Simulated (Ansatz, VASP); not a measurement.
## One calculation of Al3SiPd2, two programs

```xyz
6
Lattice="5.2754 0.0000 0.0000 -2.6377 4.5686 0.0000 0.0000 0.0000 7.0391" Properties=species:S:1:pos:R:3 pbc="T T T"
Al    2.6377    0.0000    0.0000
Al   -1.3188    2.2843    0.0000
Al    1.3188    2.2843    0.0000
Si    0.0000    0.0000    0.0000
Pd    0.0000    0.0000    2.1908
Pd    0.0000    0.0000    4.8483
```

Alike in both runs: functional PBE; k mesh 12 × 12 × 6; occupations gaussian, width 0.1 eV; no spin polarisation.

Ansatz relaxed the structure, and its values are those at the end. VASP's run is a single point on that final structure, the one shown.

```csv
,VASP,Ansatz
version,VASP 6.6.1,Ansatz 0.2.0
potentials or method,"VASP PAW PBE potentials, release 64 (Al, Si, Pd), cutoff 520 eV","scalar-relativistic, plane waves, PAW"
valence electrons in the cell,33,49
```

```csv
,VASP,Ansatz,Ansatz less VASP
gap on the k mesh at the Fermi level (eV),none,none,-
pressure (GPa),0.0,0.0,-0.02
rms of the force components (eV/Å),0.015,0.000,-0.0152
```

A gap of «none» marks a metal or a gap that the smearing closes. VASP's potentials hold 33 valence electrons a cell and Ansatz's 49, so a difference there can come from the potentials and not from the codes.
